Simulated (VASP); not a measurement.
Write the native input for VASP 6.6.1 that does the following.

- Task: single point
- Functional: PBE
- Potentials or basis: VASP PAW PBE potentials, release 64 (Ge_d)
- Cutoff: 520 eV
- k mesh: 16 × 16 × 15
- Occupations: fermi-dirac, width 0.05 eV
- Spin: no spin polarisation
- Dipole correction: no
- Further INCAR settings: ALGO = Normal; EDIFF = 1e-06; NBANDS = 13

The structure of Ge lies in POSCAR:

```
Ge
1.0
    2.7924538489      0.0000000000      0.0000000000
   -1.3962269244      2.4183359720      0.0000000000
    0.0000000000      0.0000000000      2.5993229518
Ge
1
Direct
    0.0000000000      0.0000000000      0.0000000000
```

The input as run:

INCAR

```
SYSTEM = Ge
PREC     = Accurate       ! precision mode
ENCUT    = 520            ! plane-wave cutoff, eV
EDIFF    = 1E-6           ! SCF threshold, eV
ISMEAR   = -1             ! smearing method
SIGMA    = 0.05           ! smearing width, eV
LREAL    = .False.        ! projectors in reciprocal space
LASPH    = .True.         ! aspherical terms in the spheres
NELM     = 80             ! most SCF steps
ALGO     = Normal         ! electronic algorithm
ISIF     = 2              ! what is computed and relaxed
LWAVE    = .False.        ! write WAVECAR
LCHARG   = .True.         ! write CHGCAR
GGA      = PE             ! functional
LELF     = .True.         ! ELF
LVHAR    = .True.       
NBANDS   = 13             ! bands
```

KPOINTS

```
Automatic mesh
0
Gamma
  16 16 15
  0 0 0
```

Potentials or basis: VASP PAW PBE potentials, release 64 (Ge_d).

Launch:

```bash
$ cat potpaw_PBE.64/Ge_d/POTCAR > POTCAR
$ mpirun -np 1 vasp_std > vasp.out
```

It gave:

| Item | Value |
| --- | --- |
| Pressure | 8.0 GPa |
| Band gap on the k mesh | zero (band 7 reaches 14.85 eV, above the bottom of band 8 at 4.23 eV) |

It took 11 s on 1 thread of Intel(R) Xeon(R) 6975P-C (Granite Rapids), with other jobs on the host, peak memory 0.17 GiB.
